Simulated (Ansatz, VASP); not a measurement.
# LiF: VASP beside Ansatz

The input INCAR:

```
SYSTEM = LiF
PREC = Accurate ; ENCUT = 520
EDIFF = 1E-6 ; ISMEAR = 0
SIGMA = 0.05 ; LREAL = .FALSE.
LASPH = .TRUE. ; NELM = 80
ALGO = Normal ; ISIF = 2
LWAVE = .FALSE. ; LCHARG = .TRUE.
LELF = .TRUE. ; LVHAR = .TRUE.
NBANDS = 18
```

Contents of KPOINTS:

```
regular mesh
0
G
  9 9 6
  0 0 0
```

The input POSCAR:

```
LiF
1.0
    2.9984347243      0.0000000000      0.0000000000
   -1.4992173621      2.5967206428      0.0000000000
    0.0000000000      0.0000000000      4.7579162205
Li F
2 2
Direct
    0.3333333333      0.6666666667      0.3933365971
    0.6666666667      0.3333333333      0.8933365971
    0.3333333333      0.6666666667      0.9910195924
    0.6666666667      0.3333333333      0.4910195924
```

Input for Ansatz:

```yaml
crystal:
  lattice:
    - [2.9984347243, 0.0, 0.0]
    - [-1.4992173621, 2.5967206428, 0.0]
    - [0.0, 0.0, 4.7579162205]
  atoms:
    - { symbol: Li, position: [0.3333333333, 0.6666666667, 0.3933365971] }
    - { symbol: Li, position: [0.6666666667, 0.3333333333, 0.8933365971] }
    - { symbol: F, position: [0.3333333333, 0.6666666667, 0.9910195924] }
    - { symbol: F, position: [0.6666666667, 0.3333333333, 0.4910195924] }
basis:
  ecutwfc: 520.0
kpoints:
  mp_grid: { grid: [9, 9, 6] }
hamiltonian:
  xc: lda
scf:
  occupations: { method: gaussian, width: 0.05 }
output:
  forces: true
  stress: true
  eigenvalues: true
```

Alike in both runs: task single point; functional LDA; k mesh 9 × 9 × 6; occupations gaussian, width 0.05 eV; no spin polarisation.

|  | VASP | Ansatz |
| --- | --- | --- |
| version | VASP 6.6.1 | Ansatz 0.2.0 |
| potentials or method | VASP PAW LDA potentials, release 64 (Li_sv, F), cutoff 520 eV | scalar-relativistic, plane waves, PAW |
| valence electrons in the cell | 20 | 20 |

VASP gave:

* gap on the k mesh at the Fermi level (eV): 7.80
* least direct gap on the mesh (eV): 7.80
* rms of the force components (eV/Å): 0.139

Task: What did Ansatz give for the same quantities?

Result: gap on the k mesh at the Fermi level (eV): 7.82; least direct gap on the mesh (eV): 7.82; rms of the force components (eV/Å): 0.139.

LDA's correlation is that of Perdew and Zunger in VASP and of Perdew and Wang (1992) in Ansatz. Atom by atom the forces differ by 0.001 eV/Å (rms over components).

Noted on VASP's run: the cutoff is short for stress, so the pressure is rough.
